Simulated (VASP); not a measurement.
# ZnCu (Pm-3m) in VASP: notebook

The runs below take ZnCu through single point, with r2SCAN.

All numbers are computed with VASP 6.6.1; they aren't measurements. Logs are shortened: lines on timing, memory, paths and dates and some standing lists are left out, and cuts for length are marked.

## 1. The cell of the first run

The structure is cubic, space group Pm-3m (No. 221). The conventional cell has a = 2.860 Å, b = 2.860 Å, c = 2.860 Å, α = 90.00°, β = 90.00°, γ = 90.00°. Within 3.3 Å of Zn (site symmetry m-3m) lie 8 Cu at 2.48 Å and 6 Zn at 2.86 Å. Cu (site symmetry m-3m) has 8 Zn at 2.48 Å and 6 Cu at 2.86 Å within 3.3 Å.

## 2. Single point, r2SCAN

POSCAR

```
ZnCu
1.0
    2.8597161700      0.0000000000      0.0000000000
    0.0000000000      2.8597161700      0.0000000000
    0.0000000000      0.0000000000      2.8597161700
Zn Cu
1 1
Direct
    0.5000000000      0.5000000000      0.5000000000
    0.0000000000      0.0000000000      0.0000000000
```

INCAR.step1

```
  ALGO = Normal
  EDIFF = 1E-4
  ENCUT = 520
  GGA = PE
  ISMEAR = -1
  LASPH = True
  LCHARG = False
  LREAL = False
  LWAVE = True
  NBANDS = 18
  NELM = 100
  PREC = Accurate
  SIGMA = 0.1
```

INCAR.step2

```
  ALGO = Normal
  EDIFF = 1E-7
  ENCUT = 520
  ISIF = 2
  ISMEAR = -1
  ISTART = 1
  LASPH = True
  LCHARG = False
  LMIXTAU = True
  LREAL = False
  LWAVE = False
  METAGGA = R2SCAN
  NBANDS = 18
  NELM = 100
  PREC = Accurate
  SIGMA = 0.1
```

KPOINTS

```
k-points
0
Gamma
  11 11 11
```

Potentials or basis: VASP PAW PBE potentials, release 64 (Zn, Cu).

Started as:

```console
cat potpaw_PBE.64/Zn/POTCAR potpaw_PBE.64/Cu/POTCAR > POTCAR
cp INCAR.step1 INCAR
mpirun -np 1 vasp_std > vasp.out
cp INCAR.step2 INCAR
mpirun -np 1 vasp_std > vasp.out
```

OUTCAR:

```text
EDIFF = 1E-7
   ENCUT = 520
   ISIF = 2
   ISMEAR = -1
   ISTART = 1
   LASPH = True
   LREAL = False
   METAGGA = R2SCAN
   NELM = 100
   PREC = Accurate

 ion  position               nearest neighbor table
   1  0.500  0.500  0.500-   2 2.48   2 2.48   2 2.48   2 2.48   2 2.48   2 2.48   2 2.48   2 2.48

   2  0.000  0.000  0.000-   1 2.48   1 2.48   1 2.48   1 2.48   1 2.48   1 2.48   1 2.48   1 2.48

  LATTYP: Found a simple cubic cell.
 ALAT       =     2.8597161700

  Lattice vectors:

 A1 = (   2.8597161700,   0.0000000000,   0.0000000000)
 A2 = (   0.0000000000,   2.8597161700,   0.0000000000)
 A3 = (   0.0000000000,   0.0000000000,   2.8597161700)

Analysis of symmetry for initial positions (statically):
=====================================================================
 Subroutine PRICEL returns:
 Original cell was already a primitive cell.

 Routine SETGRP: Setting up the symmetry group for a
 simple cubic supercell.

 Subroutine GETGRP returns: Found 48 space group operations
 (whereof 48 operations were pure point group operations)
 out of a pool of 48 trial point group operations.

The static configuration has the point symmetry O_h .

Analysis of symmetry for dynamics (positions and initial velocities):
=====================================================================
 Subroutine PRICEL returns:
 Original cell was already a primitive cell.

 Routine SETGRP: Setting up the symmetry group for a
 simple cubic supercell.

 Subroutine GETGRP returns: Found 48 space group operations
 (whereof 48 operations were pure point group operations)
 out of a pool of 48 trial point group operations.

The dynamic configuration has the point symmetry O_h .

 Subroutine INISYM returns: Found 48 space group operations
 (whereof 48 operations are pure point group operations),
 and found     1 'primitive' translations

----------------------------------------------------------------------------------------

                                     Primitive cell

  volume of cell :      23.3867

  direct lattice vectors                    reciprocal lattice vectors
     2.859716170  0.000000000  0.000000000     0.349685053  0.000000000  0.000000000
     0.000000000  2.859716170  0.000000000     0.000000000  0.349685053  0.000000000
     0.000000000  0.000000000  2.859716170     0.000000000  0.000000000  0.349685053

  length of vectors
     2.859716170  2.859716170  2.859716170     0.349685053  0.349685053  0.349685053

  position of ions in fractional coordinates (direct lattice)
     0.500000000  0.500000000  0.500000000
     0.000000000  0.000000000  0.000000000
[... 77 lines left out ...]
   EDIFF  = 0.1E-06   stopping-criterion for ELM
   LREAL  =      F    real-space projection
   EDIFFG = 0.1E-05   stopping-criterion for IOM
   NSW    =      0    number of steps for IOM
   IBRION =     -1    ionic relax: 0-MD 1-quasi-New 2-CG
   NFREE  =      0    steps in history (QN), initial steepest desc. (CG)
   ISIF   =      2    stress and relaxation
   ISYM   =      2    0-nonsym 1-usesym 2-fastsym
   POTIM  = 0.5000    time-step for ionic-motion
   TEBEG  =    0.0;   TEEND  =   0.0 temperature during run
   PSTRESS=    0.0 pullay stress
   NELECT =      23.0000    total number of electrons
   NUPDOWN=      -1.0000    fix difference up-down
   EMIN   =  10.00;   EMAX   =-10.00  energy-range for DOS
   EFERMI =   0.00;   METHOD = LEGACY
   ISMEAR =    -1;   SIGMA  =   0.10  broadening in eV -4-tet -1-fermi 0-gaus
   EFERMI_NEDOS =   21; number of points for ismear=-14 and -15
   IALGO  =     38    algorithm
   IMIX   =      4    mixing-type and parameters
     AMIX     =   0.40;   BMIX     =  1.00
     AMIX_MAG =   1.60;   BMIX_MAG =  1.00
  volume/ion in A,a.u.               =      11.69        78.91
  Fermi-wavevector in a.u.,A,eV,Ry     =   1.628025  3.076522 36.061789  2.650467
  Thomas-Fermi vector in A             =   2.720724
   LORBIT       =      0    0 simple, 1 ext, 2 COOP (PROOUT), +10 PAW based schemes
   METAGGA = R2SCAN    functional components
   LHFCALC =     F    Hartree Fock is set to
   AEXX    =    0.0000 exact exchange contribution
   IVDW    =     0    specifies the selected vdW correction
   LEPSILON=     F    determine dielectric tensor
   LRPA    =     F    only Hartree local field effects (RPA)
 non-spin polarized calculation
  energy-cutoff  :      520.00
  volume of cell :       23.39
 maximum number of plane-waves:       647
 NGX is ok and might be reduce to    24
   NGX = 11   NGY = 11   NGZ = 11

 number of electron      22.9999981 magnetization

 Free energy of the ion-electron system (eV)
  ---------------------------------------------------
  ext. energy  EPLUGINS =         0.00000000
  ---------------------------------------------------
  free energy    TOTEN  =       -19.90476738 eV

  energy without entropy =      -19.89211692  energy(sigma->0) =      -19.89844215

 E-fermi :   6.2226     XC(G=0): -14.1063

 val. band max:        6.2207693679   @ k =   0.4545   0.4545   0.2727
 cond. band min:       6.2304799781   @ k =   0.4545   0.3636   0.3636
 fundamental gap:      0.0097106102
 Fermi energy:         6.2225692045

 k-point     1 :       0.0000    0.0000    0.0000
  band No.  band energies     occupation
      1      -5.2460      2.00000
      2      -2.2578      2.00000
      3      -2.2578      2.00000
      4      -1.3625      2.00000
      5      -1.3625      2.00000
      6      -1.3625      2.00000
[... 481 lines left out ...]
      5      -1.4628      2.00000
      6      -1.3406      2.00000
[... 10 lines left out ...]
     17      22.6203      0.00000
     18      23.2500      0.00000

 [... further k-points ...]

------------------------ aborting loop because EDIFF is reached ----------------------------------------

  FORCE on cell =-STRESS in cart. coord.  units (eV):
  Direction    XX          YY          ZZ          XY          YZ          ZX
  --------------------------------------------------------------------------------------
  -------------------------------------------------------------------------------------
  Total        1.5151044      1.5151044      1.5151044     -0.0000000     -0.0000000      0.0000000
  in kB      103.7968930    103.7968930    103.7968930     -0.0000000     -0.0000000      0.0000000
  external PRESSURE =     103.7968930 kB  Pullay stress =       0.0000000 kB

 VOLUME and BASIS-vectors are now :
 -----------------------------------------------------------------------------
  energy-cutoff  :      520.00
  volume of cell :       23.39
      direct lattice vectors                 reciprocal lattice vectors
     2.859716170  0.000000000  0.000000000     0.349685053  0.000000000  0.000000000
     0.000000000  2.859716170  0.000000000     0.000000000  0.349685053  0.000000000
     0.000000000  0.000000000  2.859716170     0.000000000  0.000000000  0.349685053

 POSITION                                       TOTAL-FORCE (eV/Angst)
 -----------------------------------------------------------------------------------
      1.42986      1.42986      1.42986         0.000000      0.000000      0.000000
      0.00000      0.00000      0.00000         0.000000      0.000000      0.000000
 -----------------------------------------------------------------------------------
    total drift:                                0.000000      0.000000     -0.000000

  FREE ENERGIE OF THE ION-ELECTRON SYSTEM (eV)
  ---------------------------------------------------
  free  energy   TOTEN  =       -19.9047673816 eV

  energy  without entropy=      -19.8921169231  energy(sigma->0) =      -19.89844215
```

OUTCAR.step1:

```text
EDIFF = 1E-4
   ENCUT = 520
   GGA = PE
   ISMEAR = -1
   LASPH = True
[... 726 lines left out ...]
      1.42986      1.42986      1.42986         0.000000      0.000000      0.000000
      0.00000      0.00000      0.00000         0.000000      0.000000      0.000000
 -----------------------------------------------------------------------------------
    total drift:                                0.000000      0.000000     -0.000000

  FREE ENERGIE OF THE ION-ELECTRON SYSTEM (eV)
  ---------------------------------------------------
  free  energy   TOTEN  =        -4.8962082563 eV

  energy  without entropy=       -4.8831423887  energy(sigma->0) =       -4.88967532
```

OSZICAR.step1:

```text
N       E                     dE             d eps       ncg     rms          rms(c)
DAV:   1     0.112723384630E+03    0.11272E+03   -0.11326E+04  2232   0.218E+03
DAV:   2    -0.142887021273E+01   -0.11415E+03   -0.10945E+03  2024   0.303E+02
DAV:   3    -0.601833455523E+01   -0.45895E+01   -0.45558E+01  2242   0.750E+01
DAV:   4    -0.605494733954E+01   -0.36613E-01   -0.36597E-01  2306   0.620E+00
DAV:   5    -0.605546978494E+01   -0.52245E-03   -0.52243E-03  2280   0.755E-01    0.103E+01
DAV:   6    -0.574862994553E+01    0.30684E+00   -0.13855E+01  2156   0.935E+01    0.570E+00
DAV:   7    -0.491220035159E+01    0.83643E+00   -0.30235E+00  2178   0.907E+01    0.269E+00
DAV:   8    -0.490554498286E+01    0.66554E-02   -0.11252E-01  2180   0.415E+00    0.137E+00
DAV:   9    -0.489629922288E+01    0.92458E-02   -0.95708E-03  2704   0.214E+00    0.102E-01
DAV:  10    -0.489622590072E+01    0.73322E-04   -0.10405E-03  2852   0.849E-01    0.526E-02
DAV:  11    -0.489620825634E+01    0.17644E-04   -0.91889E-05  1166   0.311E-01
   1 F= -.48962083E+01 E0= -.48896753E+01  d E =-.130659E-01
```

Wall time 58 s (1 thread of Intel Xeon Platinum 8488C (Sapphire Rapids), shared host); peak memory 0.15 GiB.

Results:

- Free energy: -19.9048 eV
- Pressure: 10.4 GPa

Levels at points of the mesh, in eV from the Fermi level:
```csv
k point,band 8,band 9,band 10,band 11,band 12,band 13,band 14,band 15
"(0.00, 0.00, 0.00)",-3.98,-2.98,-2.98,-2.98,6.99,6.99,6.99,12.12
```

Caveat: the PAW data sets were made with another functional, which shifts forces and pressure a little.

## 3. Single point, r2SCAN

This run uses another cell than the first one, of 11.94 Å³/atom, 1.021 times its volume.

POSCAR

```
ZnCu
1.0
    2.8798556800      0.0000000000      0.0000000000
    0.0000000000      2.8798556800      0.0000000000
    0.0000000000      0.0000000000      2.8798556800
Zn Cu
1 1
Direct
    0.5000000000      0.5000000000      0.5000000000
    0.0000000000      0.0000000000      0.0000000000
```

INCAR.step1

```
SYSTEM = ZnCu
PREC     = Accurate       ! precision mode
ENCUT    = 520            ! plane-wave cutoff, eV
ISMEAR   = -1             ! smearing method
SIGMA    = 0.1            ! smearing width, eV
LREAL    = .False.        ! projectors in reciprocal space
LASPH    = .True.         ! aspherical terms in the spheres
NELM     = 80             ! most SCF steps
NBANDS   = 18             ! bands
GGA      = PE             ! functional
ALGO     = Normal         ! electronic algorithm
EDIFF    = 1E-4           ! SCF threshold, eV
LWAVE    = .True.         ! write WAVECAR
LCHARG   = .False.        ! write CHGCAR
```

INCAR.step2

```
SYSTEM = ZnCu
PREC     = Accurate       ! precision mode
ENCUT    = 520            ! plane-wave cutoff, eV
EDIFF    = 1E-6           ! SCF threshold, eV
ISMEAR   = -1             ! smearing method
SIGMA    = 0.1            ! smearing width, eV
LREAL    = .False.        ! projectors in reciprocal space
LASPH    = .True.         ! aspherical terms in the spheres
NELM     = 80             ! most SCF steps
ALGO     = Normal         ! electronic algorithm
ISIF     = 2              ! what is computed and relaxed
LWAVE    = .False.        ! write WAVECAR
LCHARG   = .True.         ! write CHGCAR
METAGGA  = R2SCAN         ! meta-GGA
LMIXTAU  = .True.       
LELF     = .True.         ! ELF
LVHAR    = .True.       
NBANDS   = 18             ! bands
ISTART   = 1
```

KPOINTS

```
Automatic mesh
0
Gamma
  11 11 11
  0 0 0
```

Potentials or basis: VASP PAW PBE potentials, release 64 (Zn, Cu).

Started as:

```console
cat potpaw_PBE.64/Zn/POTCAR potpaw_PBE.64/Cu/POTCAR > POTCAR
cp INCAR.step1 INCAR
mpirun -np 1 vasp_std > vasp.out
cp INCAR.step2 INCAR
mpirun -np 1 vasp_std > vasp.out
```

Wall time 55 s (1 thread of Intel Xeon Platinum 8488C (Sapphire Rapids), shared host); peak memory 0.15 GiB.

Results (log left out):

| Quantity | Value |
| --- | --- |
| Free energy | -19.9310 eV |
| Pressure | 6.5 GPa |

Levels at points of the mesh, in eV from the Fermi level:
| k point | band 9 | band 10 | band 11 | band 12 | band 13 | band 14 |
| --- | --- | --- | --- | --- | --- | --- |
| (0.00, 0.00, 0.00) | -2.93 | -2.93 | -2.93 | 6.91 | 6.91 | 6.91 |

Caveat: the PAW data sets were made with another functional, which shifts forces and pressure a little.

## 4. Single point, r2SCAN

This run uses another cell than the first one, of 12.19 Å³/atom, 1.043 times its volume.

POSCAR

```
ZnCu
1.0
    2.8997173800      0.0000000000      0.0000000000
    0.0000000000      2.8997173800      0.0000000000
    0.0000000000      0.0000000000      2.8997173800
Zn Cu
1 1
Direct
    0.5000000000      0.5000000000      0.5000000000
    0.0000000000      0.0000000000      0.0000000000
```

INCAR.step1

```
SYSTEM = ZnCu
  ALGO = Normal
  EDIFF = 1E-4
  ENCUT = 520
  GGA = PE
  ISMEAR = -1
  LASPH = .True.
  LCHARG = .False.
  LREAL = .False.
  LWAVE = .True.
  NBANDS = 18
  NELM = 80
  PREC = Accurate
  SIGMA = 0.1
```

INCAR.step2

```
SYSTEM = ZnCu
  ALGO = Normal
  EDIFF = 1E-6
  ENCUT = 520
  ISIF = 2
  ISMEAR = -1
  ISTART = 1
  LASPH = .True.
  LCHARG = .False.
  LMIXTAU = .True.
  LREAL = .False.
  LWAVE = .False.
  METAGGA = R2SCAN
  NBANDS = 18
  NELM = 80
  PREC = Accurate
  SIGMA = 0.1
```

KPOINTS

```
k-points
0
Gamma
  11 11 11
  0 0 0
```

Started as:

```console
cat potpaw_PBE.64/Zn/POTCAR potpaw_PBE.64/Cu/POTCAR > POTCAR
cp INCAR.step1 INCAR
mpirun -np 1 vasp_std > vasp.out
cp INCAR.step2 INCAR
mpirun -np 1 vasp_std > vasp.out
```

It took 47 s on 1 thread of Intel Xeon Platinum 8488C (Sapphire Rapids), shared host; peak memory 0.15 GiB.

It converged, with:

- Free energy: -19.9465 eV
- Pressure: 3.3 GPa

Levels at points of the mesh, in eV from the Fermi level:
```csv
k point,band 8,band 9,band 10,band 11,band 12,band 13,band 14,band 15
"(0.00, 0.00, 0.00)",-3.84,-2.89,-2.89,-2.89,6.84,6.84,6.84,11.85
```

Caveat: the PAW data sets were made with another functional, which shifts forces and pressure a little.

## 5. Single point, r2SCAN

This run uses another cell than the first one, of 12.44 Å³/atom, 1.064 times its volume.

POSCAR

```
ZnCu
1.0
    2.9193106611      0.0000000000      0.0000000000
    0.0000000000      2.9193106611      0.0000000000
    0.0000000000      0.0000000000      2.9193106611
Zn Cu
1 1
Direct
    0.5000000000      0.5000000000      0.5000000000
    0.0000000000      0.0000000000      0.0000000000
```

INCAR.step1

```
PREC = Accurate
ENCUT = 520
ISMEAR = -1
SIGMA = 0.1
LREAL = F
LASPH = T
NELM = 80
NBANDS = 18
GGA = PE
ALGO = Normal
EDIFF = 1E-4
LWAVE = T
LCHARG = F
```

INCAR.step2

```
PREC = Accurate
ENCUT = 520
EDIFF = 1E-6
ISMEAR = -1
SIGMA = 0.1
LREAL = F
LASPH = T
NELM = 80
ALGO = Normal
ISIF = 2
LWAVE = F
LCHARG = F
METAGGA = R2SCAN
LMIXTAU = T
NBANDS = 18
ISTART = 1
```

KPOINTS

```
Automatic mesh
0
Gamma
  11 11 11
```

Started as:

```console
cat potpaw_PBE.64/Zn/POTCAR potpaw_PBE.64/Cu/POTCAR > POTCAR
cp INCAR.step1 INCAR
mpirun -np 1 vasp_std > vasp.out
cp INCAR.step2 INCAR
mpirun -np 1 vasp_std > vasp.out
```

Run time: 49 s. Hardware: 1 thread of Intel Xeon Platinum 8488C (Sapphire Rapids), shared host; peak memory 0.15 GiB.

It converged, with:

```yaml
Free_energy: -19.9524 eV
Pressure: 0.5 GPa
```

Levels at points of the mesh, in eV from the Fermi level:
```tsv
k point	band 8	band 9	band 10	band 11	band 12	band 13	band 14	band 15
(0.00, 0.00, 0.00)	-3.77	-2.85	-2.85	-2.85	6.77	6.77	6.77	11.72
```

Caveat: the PAW data sets were made with another functional, which shifts forces and pressure a little.

## 6. Single point, r2SCAN

This run uses another cell than the first one, of 12.44 Å³/atom, 1.064 times its volume.

POSCAR

```
ZnCu
1.0
    2.9193106600      0.0000000000      0.0000000000
    0.0000000000      2.9193106600      0.0000000000
    0.0000000000      0.0000000000      2.9193106600
Zn Cu
1 1
Direct
    0.5000000000      0.5000000000      0.5000000000
    0.0000000000      0.0000000000      0.0000000000
```

INCAR.step1

```
PREC     = Accurate       # precision mode
ENCUT    = 520            # plane-wave cutoff, eV
ISMEAR   = -1             # smearing method
SIGMA    = 0.1            # smearing width, eV
LREAL    = False          # projectors in reciprocal space
LASPH    = True           # aspherical terms in the spheres
NELM     = 80             # most SCF steps
NBANDS   = 18             # bands
GGA      = PE             # functional
ALGO     = Normal         # electronic algorithm
EDIFF    = 1E-4           # SCF threshold, eV
LWAVE    = True           # write WAVECAR
LCHARG   = False          # write CHGCAR
```

INCAR.step2

```
PREC     = Accurate       # precision mode
ENCUT    = 520            # plane-wave cutoff, eV
EDIFF    = 1E-6           # SCF threshold, eV
ISMEAR   = -1             # smearing method
SIGMA    = 0.1            # smearing width, eV
LREAL    = False          # projectors in reciprocal space
LASPH    = True           # aspherical terms in the spheres
NELM     = 80             # most SCF steps
ALGO     = Normal         # electronic algorithm
ISIF     = 2              # what is computed and relaxed
LWAVE    = False          # write WAVECAR
LCHARG   = True           # write CHGCAR
METAGGA  = R2SCAN         # meta-GGA
LMIXTAU  = True         
LELF     = True           # ELF
LVHAR    = True         
NBANDS   = 18             # bands
ISTART   = 1
```

KPOINTS is that of step 5.

Potentials or basis: VASP PAW PBE potentials, release 64 (Zn, Cu).

Started as:

```console
cat potpaw_PBE.64/Zn/POTCAR potpaw_PBE.64/Cu/POTCAR > POTCAR
cp INCAR.step1 INCAR
mpirun -np 1 vasp_std > vasp.out
cp INCAR.step2 INCAR
mpirun -np 1 vasp_std > vasp.out
```

Wall time 57 s (1 thread of Intel Xeon Platinum 8488C (Sapphire Rapids), shared host); peak memory 0.15 GiB.

It converged, with:

| Quantity | Value |
| --- | --- |
| Free energy | -19.9524 eV |
| Pressure | 0.5 GPa |

Levels at points of the mesh, in eV from the Fermi level:
```tsv
k point	band 7	band 8	band 9	band 10	band 11	band 12	band 13	band 14	band 15	band 16
(0.00, 0.00, 0.00)	-3.77	-3.77	-2.85	-2.85	-2.85	6.77	6.77	6.77	11.72	11.72
```

Caveat: the PAW data sets were made with another functional, which shifts forces and pressure a little.

## 7. Overview

| cell | gap on the mesh (eV) | pressure (GPa) |
| --- | --- | --- |
| a = 2.860 Å, 2 atoms | none | 10.4 |
| a = 2.880 Å, 2 atoms | none | 6.5 |
| a = 2.900 Å, 2 atoms | none | 3.3 |
| a = 2.919 Å, 2 atoms | none | 0.5 |

Alike in all rows: task single point; level r2SCAN; potentials or basis VASP PAW PBE potentials, release 64 (Zn, Cu); no spin polarisation; k mesh 11 × 11 × 11; cutoff (eV) 520; smearing fermi-dirac 0.1 eV.

Caveats: the PAW data sets were made with another functional, which shifts forces and pressure a little.

Total energies depend on the potentials used, so only differences within one code and one set of settings carry meaning.
